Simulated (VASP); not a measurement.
Wanted: the native input for a VASP 6.6.1 run.

```yaml
Task: single point
Functional: RPBE
Dispersion: D4
Potentials_or_basis: VASP PAW PBE potentials, release 64 (Mg)
Cutoff: 520 eV
k_mesh: 10 × 10 × 5
Occupations: fermi-dirac, width 0.05 eV
Spin: no spin polarisation
Dipole_correction: no
Further_INCAR_settings: ALGO = Normal; EDIFF = 1e-06; NBANDS = 9
```

The structure of Mg lies in POSCAR:

```
Mg
1.0
    3.1437856987      0.0000000000      0.0000000000
   -1.5718928494      2.7225982792      0.0000000000
    0.0000000000      0.0000000000      5.1039375022
Mg
2
Direct
    0.6666666667      0.3333333333      0.7500000000
    0.3333333333      0.6666666667      0.2500000000
```

One way to write it, as run:

INCAR

```
ALGO = Normal ; EDIFF = 1E-6
ENCUT = 520 ; GGA = RP
ISIF = 2 ; ISMEAR = -1
IVDW = 13 ; LASPH = True
LCHARG = False ; LREAL = False
LWAVE = False ; NBANDS = 9
NELM = 100 ; PREC = Accurate
SIGMA = 0.05
```

KPOINTS

```
k-points
0
Gamma
  10 10 5
```

Potentials or basis: VASP PAW PBE potentials, release 64 (Mg).

Launch:

```console
$ cat potpaw_PBE.64/Mg/POTCAR > POTCAR
$ mpirun -np 1 vasp_std > vasp.out
```

It gave:

| Quantity | Value |
| --- | --- |
| Pressure | 2.1 GPa |
| Band gap on the k mesh | zero (band 2 reaches 3.63 eV, above the bottom of band 3 at 1.80 eV) |
| Dispersion energy per atom | -0.156 eV |

Caveat: the PAW data sets were made with another functional, which shifts forces and pressure a little; pairwise dispersion overbinds metals, which lowers pressure and volume.

It took 7 s on 1 thread of Intel Xeon 6975P-C, with other jobs on the host, peak memory 0.16 GiB.
